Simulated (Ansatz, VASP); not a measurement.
One calculation of MgO, two programs

Contents of INCAR:

```
SYSTEM = MgO
ALGO = Normal
EDIFF = 1E-7
ENCUT = 520
GGA = PE
ISIF = 2
ISMEAR = 0
LASPH = .TRUE.
LCHARG = .FALSE.
LREAL = .FALSE.
LWAVE = .FALSE.
NBANDS = 11
NELM = 100
PREC = Accurate
SIGMA = 0.1
```

File KPOINTS:

```
k-points
0
G
  10 10 10
  0 0 0
```

The input POSCAR:

```
MgO
1.0
    2.9380209034      0.0000000000      0.0000000000
   -1.4690104517      2.5444007392      0.0000000000
    0.0000000000      0.0000000000      2.6796800000
Mg O
1 1
Direct
    0.0000000000      0.0000000000      0.0000000000
    0.3333333333      0.6666666667      0.5000000000
```

File input.yaml:

```yaml
crystal:
  lattice:
    - [2.9380209034, 0.0, 0.0]
    - [-1.4690104517, 2.5444007392, 0.0]
    - [0.0, 0.0, 2.67968]
  atoms:
    - { symbol: Mg, position: [0.0, 0.0, 0.0] }
    - { symbol: O, position: [0.3333333333, 0.6666666667, 0.5] }
kpoints:
  mp_grid: { grid: [10, 10, 10] }
scf:
  occupations: { method: gaussian, width: 0.1 }
hamiltonian:
  xc: pbe
  pseudopotentials: { kind: all_electron, lapw: { basis_error: 0.001 } }
output:
  forces: true
  stress: true
  eigenvalues: true
```

Alike in both runs: task single point; functional PBE; k mesh 10 × 10 × 10; occupations gaussian, width 0.1 eV; no spin polarisation.

```csv
,VASP,Ansatz
version,VASP 6.6.1,Ansatz 0.2.0
potentials or method,"VASP PAW PBE potentials, release 64 (Mg, O), cutoff 520 eV","all-electron LAPW, scalar-relativistic"
```

|  | VASP | Ansatz | Ansatz less VASP |
| --- | --- | --- | --- |
| gap on the k mesh at the Fermi level (eV) | 3.01 | 3.02 | +0.013 |
| least direct gap on the mesh (eV) | 3.40 | 3.41 | +0.010 |
| pressure (GPa) | -0.7 | 0.0 | +0.70 |
| traceless stress, the component that is largest in VASP (GPa) | -0.05 | 0.06 | +0.101 |

Ansatz ran all-electron here, and VASP with PAW potentials.
